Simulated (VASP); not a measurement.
Write the native input for VASP 6.6.1 that does the following.

| Property | Result |
| --- | --- |
| Task | electric field gradients |
| Functional | PBE |
| Potentials or basis | VASP PAW PBE potentials, release 64 (Al) |
| Cutoff | 520 eV |
| k mesh | 14 × 14 × 14 |
| Occupations | fermi-dirac, width 0.05 eV |
| Spin | no spin polarisation |
| Dipole correction | no |
| Further INCAR settings | ALGO = Normal; EDIFF = 1e-08; NBANDS = 8 |

The structure of Al lies in POSCAR:

```
Al
1.0
    0.0000000000      1.9632606000      2.0239800000
    1.9632606000      0.0000000000      2.0239800000
    1.9632606000      1.9632606000      0.0000000000
Al
1
Direct
    0.0000000000      0.0000000000      0.0000000000
```

This cell differs from its parent crystal: equal xx and yy strain of -3 %.

The input as run:

INCAR

```
PREC = Accurate
ENCUT = 520
EDIFF = 1E-8
ISMEAR = -1
SIGMA = 0.05
LREAL = F
LASPH = T
NELM = 80
ALGO = Normal
ISIF = 2
LWAVE = F
LCHARG = F
GGA = PE
LEFG = T
NBANDS = 8
```

KPOINTS

```
Automatic mesh
0
Gamma
  14 14 14
```

Potentials or basis: VASP PAW PBE potentials, release 64 (Al).

Launch:

```bash
$ cat potpaw_PBE.64/Al/POTCAR > POTCAR
$ mpirun -np 1 vasp_std > vasp.out
```

It gave:

| Property | Result |
| --- | --- |
| Pressure | 4.8 GPa |

Caveat: the cell differs from its parent crystal (equal xx and yy strain of -3 %); without QUAD_EFG the Cq values of the log hold for a quadrupole moment of 1 mb, not for the nuclei.

Wall time 11 s on 1 thread of Intel Xeon 6975P-C (shared host), peak memory 0.15 GiB.
